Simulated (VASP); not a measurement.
# Ti in VASP: settings compared, part 2 of 2

VASP 6.6.1. Earlier steps stand in the parts before.

## 4. Single point, r2SCAN

This run uses another cell than the first one, of 16.62 Å³/atom, 0.922 times its volume.

POSCAR reads:

```
Ti
1.0
   -1.6075008044      1.6075008044      1.6075008044
    1.6075008044     -1.6075008044      1.6075008044
    1.6075008044      1.6075008044     -1.6075008044
Ti
1
Direct
    0.0000000000      0.0000000000      0.0000000000
```

INCAR.step1 reads:

```
ALGO = Normal ; EDIFF = 1E-4
ENCUT = 520 ; GGA = PE
ISMEAR = -1 ; LASPH = True
LCHARG = False ; LREAL = False
LWAVE = True ; NBANDS = 12
NELM = 60 ; PREC = Accurate
SIGMA = 0.05
```

INCAR.step2 reads:

```
ALGO = Normal ; EDIFF = 1E-7
ENCUT = 520 ; ISIF = 2
ISMEAR = -1 ; ISTART = 1
LASPH = True ; LCHARG = True
LELF = True ; LMIXTAU = True
LREAL = False ; LVHAR = True
LWAVE = False ; METAGGA = R2SCAN
NBANDS = 12 ; NELM = 60
PREC = Accurate ; SIGMA = 0.05
```

KPOINTS reads:

```
k-points
0
Gamma
  11 11 11
```

Potentials or basis: VASP PAW PBE potentials, release 64 (Ti_sv).

Run with:

```
$ cat potpaw_PBE.64/Ti_sv/POTCAR > POTCAR
$ cp INCAR.step1 INCAR
$ mpirun -np 1 vasp_std > vasp.out
$ cp INCAR.step2 INCAR
$ mpirun -np 1 vasp_std > vasp.out
```

OUTCAR:

```text
EDIFF = 1E-7
   ENCUT = 520
   ISIF = 2
   ISMEAR = -1
   ISTART = 1
   LASPH = True
   LREAL = False
   METAGGA = R2SCAN
   NELM = 60
   PREC = Accurate

 ion  position               nearest neighbor table
   1  0.000  0.000  0.000-

  LATTYP: Found a body centered cubic cell.
 ALAT       =     3.2150016088

  Lattice vectors:

 A1 = (  -1.6075008044,   1.6075008044,   1.6075008044)
 A2 = (   1.6075008044,  -1.6075008044,   1.6075008044)
[... 530 lines left out ...]
      3     -25.3195      2.00000
      4     -25.0934      2.00000
      5       6.9876      2.00000
      6       7.9573      1.99999
      7       8.5757      1.15617
      8      11.8889      0.00000
      9      12.0990      0.00000
     10      15.4807      0.00000
     11      18.0751      0.00000
     12      20.6541      0.00000

 [... further k-points ...]
[... 5 lines left out ...]
  --------------------------------------------------------------------------------------
  -------------------------------------------------------------------------------------
  Total        0.4778338      0.4778338      0.4778338      0.0000000     -0.0000000      0.0000000
  in kB       46.0759071     46.0759071     46.0759071      0.0000000     -0.0000000      0.0000000
  external PRESSURE =      46.0759071 kB  Pullay stress =       0.0000000 kB

 VOLUME and BASIS-vectors are now :
 -----------------------------------------------------------------------------
  energy-cutoff  :      520.00
  volume of cell :       16.62
      direct lattice vectors                 reciprocal lattice vectors
    -1.607500804  1.607500804  1.607500804     0.000000000  0.311041835  0.311041835
     1.607500804 -1.607500804  1.607500804     0.311041835  0.000000000  0.311041835
     1.607500804  1.607500804 -1.607500804     0.311041835  0.311041835  0.000000000

 POSITION                                       TOTAL-FORCE (eV/Angst)
 -----------------------------------------------------------------------------------
      0.00000      0.00000      0.00000         0.000000      0.000000      0.000000
 -----------------------------------------------------------------------------------
    total drift:                               -0.000000      0.000000      0.000000

  FREE ENERGIE OF THE ION-ELECTRON SYSTEM (eV)
  ---------------------------------------------------
  free  energy   TOTEN  =       -12.8114201591 eV

  energy  without entropy=      -12.7908214238  energy(sigma->0) =      -12.80112079
```

Run time: 3.2 min. Hardware: 1 thread of AMD EPYC 7R13, shared host; peak memory 0.12 GiB.

What came out:

```yaml
Free_energy: -12.8114 eV
Pressure: 4.6 GPa
Band_gap_on_the_k_mesh: zero (band 6 reaches 9.78 eV, above the bottom of band 7 at 7.94 eV)
```

Caveat: the PAW data sets were made with another functional, which shifts forces and pressure a little.

## 5. Single point, r2SCAN

This run uses another cell than the first one, of 16.97 Å³/atom, 0.941 times its volume.

POSCAR reads:

```
Ti
1.0
   -1.6188216056      1.6188216056      1.6188216056
    1.6188216056     -1.6188216056      1.6188216056
    1.6188216056      1.6188216056     -1.6188216056
Ti
1
Direct
    0.0000000000      0.0000000000      0.0000000000
```

INCAR.step1 reads:

```
ALGO = Normal
EDIFF = 1E-4
ENCUT = 520
GGA = PE
ISMEAR = -1
LASPH = T
LCHARG = F
LREAL = F
LWAVE = T
NBANDS = 12
NELM = 60
PREC = Accurate
SIGMA = 0.05
```

INCAR.step2 reads:

```
ALGO = Normal
EDIFF = 1E-6
ENCUT = 520
ISIF = 2
ISMEAR = -1
ISTART = 1
LASPH = T
LCHARG = F
LMIXTAU = T
LREAL = F
LWAVE = F
METAGGA = R2SCAN
NBANDS = 12
NELM = 60
PREC = Accurate
SIGMA = 0.05
```

KPOINTS is that of step 4.

Run with:

```
$ cat potpaw_PBE.64/Ti_sv/POTCAR > POTCAR
$ cp INCAR.step1 INCAR
$ mpirun -np 1 vasp_std > vasp.out
$ cp INCAR.step2 INCAR
$ mpirun -np 1 vasp_std > vasp.out
```

Wall time 2.4 min (1 thread of AMD EPYC 7R13, shared host); peak memory 0.12 GiB.

It converged, with:

| Item | Value |
| --- | --- |
| Free energy | -12.8190 eV |
| Pressure | 1.9 GPa |
| Band gap on the k mesh | zero (band 6 reaches 9.53 eV, above the bottom of band 7 at 7.74 eV) |

Levels at points of the mesh, in eV from the Fermi level:
```tsv
k point	band 2	band 3	band 4	band 5	band 6	band 7	band 8	band 9	band 10	band 11
(0.00, 0.00, 0.00)	-33.63	-33.63	-33.63	-6.38	1.17	1.17	1.17	3.00	3.00	18.26
```

Caveat: the PAW data sets were made with another functional, which shifts forces and pressure a little.

## 6. Overview

| level | cell | gap on the mesh (eV) | pressure (GPa) |
| --- | --- | --- | --- |
| PBEsol | a = 2.861 Å, angles 109.5°, 1 atom | none | -8.6 |
| PBEsol | a = 2.844, b = 2.912, c = 2.824 Å, angles 110.1, 108.6, 111.1°, 1 atom | none | -6.9 |
| r2SCAN | a = 2.784 Å, angles 109.5°, 1 atom | none | 4.6 |
| r2SCAN | a = 2.804 Å, angles 109.5°, 1 atom | none | 1.9 |

Alike in all rows: task single point; potentials or basis VASP PAW PBE potentials, release 64 (Ti_sv); no spin polarisation; k mesh 11 × 11 × 11; cutoff (eV) 520; smearing fermi-dirac 0.05 eV.

Caveats: the PAW data sets were made with another functional, which shifts forces and pressure a little.

Absolute energies hang on the potentials; compare differences alone.
